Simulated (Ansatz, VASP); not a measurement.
Two plane-wave programs on LiCl

File INCAR:

```
SYSTEM = LiCl
PREC = Accurate ; ENCUT = 520
EDIFF = 1E-6 ; ISMEAR = 0
SIGMA = 0.02 ; LREAL = .False.
LASPH = .True. ; NELM = 60
ALGO = Normal ; ISIF = 2
LWAVE = .False. ; LCHARG = .True.
GGA = PE ; LELF = .True.
LVHAR = .True. ; NBANDS = 12
```

The input KPOINTS:

```
Automatic mesh
0
Gamma
  8 8 8
  0 0 0
```

The input POSCAR:

```
LiCl
1.0
    0.0000000000      2.7851244396      2.7851244396
    2.7851244396      0.0000000000      2.7851244396
    2.7851244396      2.7851244396      0.0000000000
Li Cl
1 1
Direct
    0.7500000000      0.7500000000      0.7500000000
    0.5000000000      0.5000000000      0.5000000000
```

Input for Ansatz:

```yaml
crystal:
  lattice:
    - [0.0, 2.7851244396, 2.7851244396]
    - [2.7851244396, 0.0, 2.7851244396]
    - [2.7851244396, 2.7851244396, 0.0]
  atoms:
    - { symbol: Li, position: [0.75, 0.75, 0.75] }
    - { symbol: Cl, position: [0.5, 0.5, 0.5] }
basis:
  ecutwfc: 420
kpoints:
  mp_grid: { grid: [8, 8, 8] }
hamiltonian:
  xc: pbe
scf:
  occupations: { method: gaussian, width: 0.02 }
output:
  forces: true
  stress: true
  eigenvalues: true
```

Alike in both runs: task single point; functional PBE; k mesh 8 × 8 × 8; occupations gaussian, width 0.02 eV; no spin polarisation.

|  | VASP | Ansatz |
| --- | --- | --- |
| version | VASP 6.6.1 | Ansatz 0.2.0 |
| potentials or method | VASP PAW PBE potentials, release 64 (Li_sv, Cl), cutoff 520 eV | scalar-relativistic, plane waves, PAW |
| valence electrons in the cell | 10 | 10 |

```csv
,VASP,Ansatz,Ansatz less VASP
gap on the k mesh at the Fermi level (eV),5.86,5.86,-0.006
least direct gap on the mesh (eV),5.86,5.86,-0.006
```

Noted on VASP's run: the cutoff is short for stress, so the pressure is rough.
